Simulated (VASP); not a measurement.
A run of VASP 6.6.1 is set up as follows.

INCAR

```
ALGO = Normal
EDIFF = 1E-7
ENCUT = 520
GGA = PE
ISIF = 2
ISMEAR = -1
LASPH = True
LCHARG = True
LELF = True
LREAL = False
LVHAR = True
LWAVE = False
NBANDS = 12
NELM = 100
PREC = Accurate
SIGMA = 0.05
```

Contents of KPOINTS:

```
k-points
0
Gamma
  8 8 8
```

Contents of POSCAR:

```
Tc
1.0
    2.5153837157      0.0000000000      0.0000000000
    0.0000000000      2.5153837157      0.0000000000
    0.0000000000      0.0000000000      2.5153837157
Tc
1
Direct
    0.0000000000      0.0000000000      0.0000000000
```

Potentials or basis: VASP PAW PBE potentials, release 64 (Tc_pv).

Command:

```sh
$ cat potpaw_PBE.64/Tc_pv/POTCAR > POTCAR
$ mpirun -np 1 vasp_std > vasp.out
```

(1) Estimate the pressure.

## Answers

(1) 4.5 GPa.
